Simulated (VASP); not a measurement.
# Cu32O15F (a cell with a defect) in VASP: electric field gradients with PBE

Aim: the electric field gradients of Cu32O15F (a cell with a defect) with PBE.

All numbers are computed with VASP 6.6.1; they aren't measurements. Logs are shortened: lines on timing, memory, paths and dates and some standing lists are left out, and cuts for length are marked.

### 1 The cell of the first run

The cell holds a defect, 48 atoms: a = 8.520 Å, b = 8.520 Å, c = 8.520 Å, α = 90.00°, β = 90.00°, γ = 90.00°.

### 2 Electric field gradients, PBE

File INCAR:

```
ALGO = Normal
EDIFF = 1E-8
ENCUT = 520
GGA = PE
ISIF = 2
ISMEAR = -1
LASPH = T
LCHARG = F
LEFG = T
LREAL = Auto
LUSENCCL = F
LWAVE = F
NBANDS = 254
NELECT = 448.0
NELM = 100
PREC = Accurate
SIGMA = 0.01
```

File KPOINTS:

```
k-points
0
Gamma
  2 2 2
```

File POSCAR:

```
Cu32O15F
1.0
    8.5200000000      0.0000000000      0.0000000000
    0.0000000000      8.5200000000      0.0000000000
    0.0000000000      0.0000000000      8.5200000000
Cu F O
32 1 15
Direct
    0.1250000000      0.1250000000      0.1250000000
    0.1250000000      0.1250000000      0.6250000000
    0.1250000000      0.6250000000      0.1250000000
    0.1250000000      0.6250000000      0.6250000000
    0.6250000000      0.1250000000      0.1250000000
    0.6250000000      0.1250000000      0.6250000000
    0.6250000000      0.6250000000      0.1250000000
    0.6250000000      0.6250000000      0.6250000000
    0.1250000000      0.3750000000      0.3750000000
    0.1250000000      0.3750000000      0.8750000000
    0.1250000000      0.8750000000      0.3750000000
    0.1250000000      0.8750000000      0.8750000000
    0.6250000000      0.3750000000      0.3750000000
    0.6250000000      0.3750000000      0.8750000000
    0.6250000000      0.8750000000      0.3750000000
    0.6250000000      0.8750000000      0.8750000000
    0.3750000000      0.3750000000      0.1250000000
    0.3750000000      0.3750000000      0.6250000000
    0.3750000000      0.8750000000      0.1250000000
    0.3750000000      0.8750000000      0.6250000000
    0.8750000000      0.3750000000      0.1250000000
    0.8750000000      0.3750000000      0.6250000000
    0.8750000000      0.8750000000      0.1250000000
    0.8750000000      0.8750000000      0.6250000000
    0.3750000000      0.1250000000      0.3750000000
    0.3750000000      0.1250000000      0.8750000000
    0.3750000000      0.6250000000      0.3750000000
    0.3750000000      0.6250000000      0.8750000000
    0.8750000000      0.1250000000      0.3750000000
    0.8750000000      0.1250000000      0.8750000000
    0.8750000000      0.6250000000      0.3750000000
    0.8750000000      0.6250000000      0.8750000000
    0.0000000000      0.0000000000      0.0000000000
    0.0000000000      0.0000000000      0.5000000000
    0.0000000000      0.5000000000      0.0000000000
    0.0000000000      0.5000000000      0.5000000000
    0.5000000000      0.0000000000      0.0000000000
    0.5000000000      0.0000000000      0.5000000000
    0.5000000000      0.5000000000      0.0000000000
    0.5000000000      0.5000000000      0.5000000000
    0.2500000000      0.2500000000      0.2500000000
    0.2500000000      0.2500000000      0.7500000000
    0.2500000000      0.7500000000      0.2500000000
    0.2500000000      0.7500000000      0.7500000000
    0.7500000000      0.2500000000      0.2500000000
    0.7500000000      0.2500000000      0.7500000000
    0.7500000000      0.7500000000      0.2500000000
    0.7500000000      0.7500000000      0.7500000000
```

Potentials or basis: VASP PAW PBE potentials, release 64 (Cu, F, O).

Started as:

```bash
$ cat potpaw_PBE.64/Cu/POTCAR potpaw_PBE.64/F/POTCAR potpaw_PBE.64/O/POTCAR > POTCAR
$ mpirun -np 1 vasp_std > vasp.out
```

OUTCAR:

```text
EDIFF = 1E-8
   ENCUT = 520
   GGA = PE
   ISIF = 2
   ISMEAR = -1
   LASPH = T
   LREAL = Auto
   NELECT = 448.0
   NELM = 100
   PREC = Accurate

 ion  position               nearest neighbor table
   1  0.125  0.125  0.125-  33 1.84  41 1.84
   2  0.125  0.125  0.625-  34 1.84  42 1.84
   3  0.125  0.625  0.125-  35 1.84  43 1.84
   4  0.125  0.625  0.625-  36 1.84  44 1.84
   5  0.625  0.125  0.125-  37 1.84  45 1.84
   6  0.625  0.125  0.625-  38 1.84  46 1.84
[... 28 lines left out ...]
  35  0.000  0.500  0.000-   3 1.84  10 1.84  21 1.84  32 1.84
  36  0.000  0.500  0.500-   4 1.84   9 1.84  22 1.84  31 1.84
  37  0.500  0.000  0.000-   5 1.84  16 1.84  19 1.84  26 1.84
  38  0.500  0.000  0.500-   6 1.84  15 1.84  20 1.84  25 1.84
[... 8 lines left out ...]
  47  0.750  0.750  0.250-   7 1.84  15 1.84  23 1.84  31 1.84
  48  0.750  0.750  0.750-   8 1.84  16 1.84  24 1.84  32 1.84

  LATTYP: Found a simple cubic cell.
 ALAT       =     8.5200000000

  Lattice vectors:

 A1 = (   8.5200000000,   0.0000000000,   0.0000000000)
 A2 = (   0.0000000000,   8.5200000000,   0.0000000000)
 A3 = (   0.0000000000,   0.0000000000,   8.5200000000)

Analysis of symmetry for initial positions (statically):
=====================================================================
 Subroutine PRICEL returns:
 Original cell was already a primitive cell.

 Routine SETGRP: Setting up the symmetry group for a
 simple cubic supercell.

 Subroutine GETGRP returns: Found 24 space group operations
 (whereof 24 operations were pure point group operations)
 out of a pool of 48 trial point group operations.

The static configuration has the point symmetry T_d .

Analysis of symmetry for dynamics (positions and initial velocities):
=====================================================================
 Subroutine PRICEL returns:
 Original cell was already a primitive cell.

 Routine SETGRP: Setting up the symmetry group for a
 simple cubic supercell.

 Subroutine GETGRP returns: Found 24 space group operations
 (whereof 24 operations were pure point group operations)
 out of a pool of 48 trial point group operations.

The dynamic configuration has the point symmetry T_d .

 Subroutine INISYM returns: Found 24 space group operations
 (whereof 24 operations are pure point group operations),
 and found     1 'primitive' translations

----------------------------------------------------------------------------------------

                                     Primitive cell

  volume of cell :     618.4702

  direct lattice vectors                    reciprocal lattice vectors
     8.520000000  0.000000000  0.000000000     0.117370892  0.000000000  0.000000000
     0.000000000  8.520000000  0.000000000     0.000000000  0.117370892  0.000000000
     0.000000000  0.000000000  8.520000000     0.000000000  0.000000000  0.117370892

  length of vectors
     8.520000000  8.520000000  8.520000000     0.117370892  0.117370892  0.117370892

  position of ions in fractional coordinates (direct lattice)
     0.125000000  0.125000000  0.125000000
     0.125000000  0.125000000  0.625000000
     0.125000000  0.625000000  0.125000000
     0.125000000  0.625000000  0.625000000
     0.625000000  0.125000000  0.125000000
     0.625000000  0.125000000  0.625000000
[... 40 lines left out ...]
     0.750000000  0.750000000  0.250000000
     0.750000000  0.750000000  0.750000000

  ion indices of the primitive-cell ions
   primitive index   ion index
                 1           1
                 2           2
                 3           3
                 4           4
                 5           5
                 6           6
[... 40 lines left out ...]
                47          47
                48          48

----------------------------------------------------------------------------------------

[... 49 lines left out ...]
   LREAL  =      T    real-space projection
   EDIFFG = 0.1E-06   stopping-criterion for IOM
   NSW    =      0    number of steps for IOM
   IBRION =     -1    ionic relax: 0-MD 1-quasi-New 2-CG
   NFREE  =      0    steps in history (QN), initial steepest desc. (CG)
   ISIF   =      2    stress and relaxation
   ISYM   =      2    0-nonsym 1-usesym 2-fastsym
   POTIM  = 0.5000    time-step for ionic-motion
   TEBEG  =    0.0;   TEEND  =   0.0 temperature during run
   PSTRESS=    0.0 pullay stress
   NELECT =     448.0000    total number of electrons
   NUPDOWN=      -1.0000    fix difference up-down
   EMIN   =  10.00;   EMAX   =-10.00  energy-range for DOS
   EFERMI =   0.00;   METHOD = LEGACY
   ISMEAR =    -1;   SIGMA  =   0.01  broadening in eV -4-tet -1-fermi 0-gaus
   EFERMI_NEDOS =   21; number of points for ismear=-14 and -15
   IALGO  =     38    algorithm
   IMIX   =      4    mixing-type and parameters
     AMIX     =   0.40;   BMIX     =  1.00
     AMIX_MAG =   1.60;   BMIX_MAG =  1.00
  volume/ion in A,a.u.               =      12.88        86.95
  Fermi-wavevector in a.u.,A,eV,Ry     =   1.470261  2.778391 29.411289  2.161669
  Thomas-Fermi vector in A             =   2.585540
   LORBIT       =      0    0 simple, 1 ext, 2 COOP (PROOUT), +10 PAW based schemes
   GGA     = PE    functional components
   LHFCALC =     F    Hartree Fock is set to
   AEXX    =    0.0000 exact exchange contribution
   IVDW    =     0    specifies the selected vdW correction
   LEPSILON=     F    determine dielectric tensor
   LRPA    =     F    only Hartree local field effects (RPA)
 non-spin polarized calculation
  energy-cutoff  :      520.00
  volume of cell :      618.47
 maximum number of plane-waves:     16663
 NGX is ok and might be reduce to    64
   NGX = 31   NGY = 31   NGZ = 31

 number of electron     448.0000775 magnetization

 Free energy of the ion-electron system (eV)
  ---------------------------------------------------
  ext. energy  EPLUGINS =         0.00000000
  ---------------------------------------------------
  free energy    TOTEN  =      -218.28737629 eV

  energy without entropy =     -218.28737628  energy(sigma->0) =     -218.28737628

 E-fermi :   4.9509     XC(G=0): -11.0189

 val. band max:        4.7796295490   @ k =   0.0000   0.0000   0.0000
 cond. band min:       5.1110835521   @ k =   0.0000   0.0000   0.0000
 fundamental gap:      0.3314540031
 Fermi energy:         4.9508533614

 k-point     1 :       0.0000    0.0000    0.0000
  band No.  band energies     occupation
      1     -23.0821      2.00000
      2     -15.3144      2.00000
      3     -15.1322      2.00000
      4     -14.9937      2.00000
      5     -14.9937      2.00000
      6     -14.9834      2.00000
[... 945 lines left out ...]
    235       7.5704      0.00000
    236       7.8517      0.00000
 [bands above 236 left out]

------------------------ aborting loop because EDIFF is reached ----------------------------------------

  FORCE on cell =-STRESS in cart. coord.  units (eV):
  Direction    XX          YY          ZZ          XY          YZ          ZX
  --------------------------------------------------------------------------------------
  -------------------------------------------------------------------------------------
  Total        8.7800758      8.7800758      8.7800758      0.0000000      0.0000000     -0.0000000
  in kB       22.7452159     22.7452159     22.7452159      0.0000000      0.0000000     -0.0000000
  external PRESSURE =      22.7452159 kB  Pullay stress =       0.0000000 kB

 VOLUME and BASIS-vectors are now :
 -----------------------------------------------------------------------------
  energy-cutoff  :      520.00
  volume of cell :      618.47
      direct lattice vectors                 reciprocal lattice vectors
     8.520000000  0.000000000  0.000000000     0.117370892  0.000000000  0.000000000
     0.000000000  8.520000000  0.000000000     0.000000000  0.117370892  0.000000000
     0.000000000  0.000000000  8.520000000     0.000000000  0.000000000  0.117370892

 POSITION                                       TOTAL-FORCE (eV/Angst)
 -----------------------------------------------------------------------------------
      1.06500      1.06500      1.06500         0.949465      0.949465      0.949465
      1.06500      1.06500      5.32500        -0.022609     -0.022609      0.071101
      1.06500      5.32500      1.06500        -0.022609      0.071101     -0.022609
      1.06500      5.32500      5.32500        -0.007706     -0.023439     -0.023439
      5.32500      1.06500      1.06500         0.071101     -0.022609     -0.022609
      5.32500      1.06500      5.32500        -0.023439     -0.007706     -0.023439
[... 40 lines left out ...]
      6.39000      6.39000      2.13000         0.045719      0.045719     -0.045719
      6.39000      6.39000      6.39000         0.040857      0.040857      0.040857
 -----------------------------------------------------------------------------------
    total drift:                                0.000000     -0.000000      0.000000

  FREE ENERGIE OF THE ION-ELECTRON SYSTEM (eV)
  ---------------------------------------------------
  free  energy   TOTEN  =      -218.2873762861 eV

  energy  without entropy=     -218.2873762765  energy(sigma->0) =     -218.28737628

 Electric field gradients (V/A^2)
---------------------------------------------------------------------
 ion       V_xx      V_yy      V_zz      V_xy      V_xz      V_yz
---------------------------------------------------------------------
   1       0.000     0.000     0.000   -24.940   -24.940   -24.940
   2      -2.557    -2.557     5.113   -24.942   -34.543   -34.543
   3      -2.557     5.113    -2.557   -34.543   -24.942   -34.543
   4       0.124    -0.062    -0.062   -33.098   -33.098   -33.545
   5       5.113    -2.557    -2.557   -34.543   -34.543   -24.942
   6      -0.062     0.124    -0.062   -33.098   -33.545   -33.098
[... 40 lines left out ...]
  47      -0.000    -0.000    -0.000     3.531    -3.531    -3.531
  48       0.000     0.000    -0.000     1.897     1.897     1.897
---------------------------------------------------------------------

 Electric field gradients after diagonalization (V/A^2)
 (convention: |V_zz| > |V_xx| > |V_yy|)
----------------------------------------------------------------------
 ion       V_xx      V_yy      V_zz     asymmetry (V_yy - V_xx)/ V_zz
----------------------------------------------------------------------
   1      24.940    24.940   -49.880       0.000
   2      40.308    22.385   -62.693       0.286
   3      40.308    22.385   -62.693       0.286
   4      33.483    33.012   -66.496       0.007
   5      40.308    22.385   -62.693       0.286
   6      33.483    33.012   -66.496       0.007
[... 40 lines left out ...]
  47      -3.531    -3.531     7.062       0.000
  48      -1.897    -1.897     3.793       0.000
----------------------------------------------------------------------

           NMR quadrupolar parameters

 Cq : quadrupolar parameter    Cq=e*Q*V_zz/h
 eta: asymmetry parameters     (V_yy - V_xx)/ V_zz
 Q  : nuclear electric quadrupole moment in mb (millibarn)
----------------------------------------------------------------------
 ion       Cq(MHz)       eta       Q (mb)
----------------------------------------------------------------------
   1      -0.121       0.000       1.000
   2      -0.152       0.286       1.000
   3      -0.152       0.286       1.000
   4      -0.161       0.007       1.000
   5      -0.152       0.286       1.000
   6      -0.161       0.007       1.000
[... 40 lines left out ...]
  47       0.017       0.000       1.000
  48       0.009       0.000       1.000
----------------------------------------------------------------------
```

Run time: 4.5 min. Hardware: 1 × NVIDIA H100 80GB with 1 thread of Intel Xeon Platinum 8481C at 2.70GHz (Sapphire Rapids), shared host; peak memory 1.7 GiB.

What came out:

```yaml
Free_energy: -218.2874 eV
Largest_force: 1.645 eV/Å
Largest_electric_field_gradient_by_atom: Cu -49.9, -62.7, -66.5, -66.0 (each value once); F +0.0; O +7.9, -0.6, -0.0, +7.1, +3.8 (each value once) V/Å²
```

Forces in eV/Å, atoms in the order of the input:
```
Cu   0.949  0.949  0.949
Cu  -0.023 -0.023  0.071
Cu  -0.023  0.071 -0.023
Cu  -0.008 -0.023 -0.023
Cu   0.071 -0.023 -0.023
Cu  -0.023 -0.008 -0.023
Cu  -0.023 -0.023 -0.008
Cu  -0.021 -0.021 -0.021
Cu  -0.008  0.023  0.023
Cu  -0.023 -0.071  0.023
Cu  -0.023  0.023 -0.071
Cu   0.949 -0.949 -0.949
Cu  -0.021  0.021  0.021
Cu  -0.023  0.023  0.008
Cu  -0.023  0.008  0.023
Cu   0.071  0.023  0.023
Cu   0.023  0.023 -0.008
Cu   0.021  0.021 -0.021
Cu  -0.071  0.023 -0.023
Cu   0.023  0.008 -0.023
Cu   0.023 -0.071 -0.023
Cu   0.008  0.023 -0.023
Cu  -0.949 -0.949  0.949
Cu   0.023  0.023  0.071
Cu   0.023 -0.008  0.023
Cu  -0.071 -0.023  0.023
Cu   0.021 -0.021  0.021
Cu   0.023 -0.023  0.008
Cu   0.023 -0.023 -0.071
Cu  -0.949  0.949 -0.949
Cu   0.008 -0.023  0.023
Cu   0.023  0.071  0.023
F    0.000  0.000  0.000
O    0.000  0.000  0.000
O    0.000  0.000  0.000
O    0.000  0.000  0.000
O    0.000  0.000  0.000
O    0.000  0.000  0.000
O    0.000  0.000  0.000
O    0.000  0.000  0.000
O   -0.046 -0.046 -0.046
O   -0.041 -0.041  0.041
O   -0.041  0.041 -0.041
O   -0.046  0.046  0.046
O    0.041 -0.041 -0.041
O    0.046 -0.046  0.046
O    0.046  0.046 -0.046
O    0.041  0.041  0.041
```

Levels at points of the mesh, in eV from the Fermi level:
| k point | band 221 | band 222 | band 223 | band 224 | band 225 | band 226 | band 227 | band 228 |
| --- | --- | --- | --- | --- | --- | --- | --- | --- |
| (0.00, 0.00, 0.00) | -0.54 | -0.17 | -0.17 | -0.17 | 0.16 | 1.10 | 1.10 | 1.21 |
| (0.50, 0.00, 0.00) | -0.38 | -0.38 | -0.27 | -0.27 | 0.50 | 0.86 | 1.49 | 1.55 |
| (0.50, 0.50, 0.00) | -0.59 | -0.43 | -0.43 | -0.38 | 0.74 | 1.19 | 1.19 | 1.37 |
| (0.50, 0.50, 0.50) | -0.61 | -0.61 | -0.61 | -0.57 | 0.96 | 1.45 | 1.45 | 1.45 |

Electric field gradients, principal values (V/Å²):
```
 atom   least  middle  greatest (by size)
 1 Cu  24.940  24.940             -49.880
 2 Cu  22.385  40.308             -62.693
 3 Cu  22.385  40.308             -62.693
 4 Cu  33.012  33.483             -66.496
 5 Cu  22.385  40.308             -62.693
 6 Cu  33.012  33.483             -66.496
 7 Cu  33.012  33.483             -66.496
 8 Cu  32.994  32.994             -65.988
 9 Cu  33.012  33.483             -66.496
10 Cu  22.385  40.308             -62.693
11 Cu  22.385  40.308             -62.693
12 Cu  24.940  24.940             -49.880
13 Cu  32.994  32.994             -65.988
14 Cu  33.012  33.483             -66.496
15 Cu  33.012  33.483             -66.496
16 Cu  22.385  40.308             -62.693
17 Cu  33.012  33.483             -66.496
18 Cu  32.994  32.994             -65.988
19 Cu  22.385  40.308             -62.693
20 Cu  33.012  33.483             -66.496
21 Cu  22.385  40.308             -62.693
22 Cu  33.012  33.483             -66.496
23 Cu  24.940  24.940             -49.880
24 Cu  22.385  40.308             -62.693
25 Cu  33.012  33.483             -66.496
26 Cu  22.385  40.308             -62.693
27 Cu  32.994  32.994             -65.988
28 Cu  33.012  33.483             -66.496
29 Cu  22.385  40.308             -62.693
30 Cu  24.940  24.940             -49.880
31 Cu  33.012  33.483             -66.496
32 Cu  22.385  40.308             -62.693
 33 F   0.000   0.000               0.000
 34 O  -3.932  -3.932               7.864
 35 O  -3.932  -3.932               7.864
 36 O   0.319   0.319              -0.639
 37 O  -3.932  -3.932               7.864
 38 O   0.319   0.319              -0.639
 39 O   0.319   0.319              -0.639
 40 O   0.000   0.000               0.000
 41 O  -3.531  -3.531               7.062
 42 O  -1.897  -1.897               3.793
 43 O  -1.897  -1.897               3.793
 44 O  -3.531  -3.531               7.062
 45 O  -1.897  -1.897               3.793
 46 O  -3.531  -3.531               7.062
 47 O  -3.531  -3.531               7.062
 48 O  -1.897  -1.897               3.793
```

Caveat: the cell carries a net charge on a neutralising background, which shifts energy and pressure; the cell is charged against a uniform background, so pressure and absolute levels hang on convention; without QUAD_EFG the Cq values of the log hold for a quadrupole moment of 1 mb, not for the nuclei.
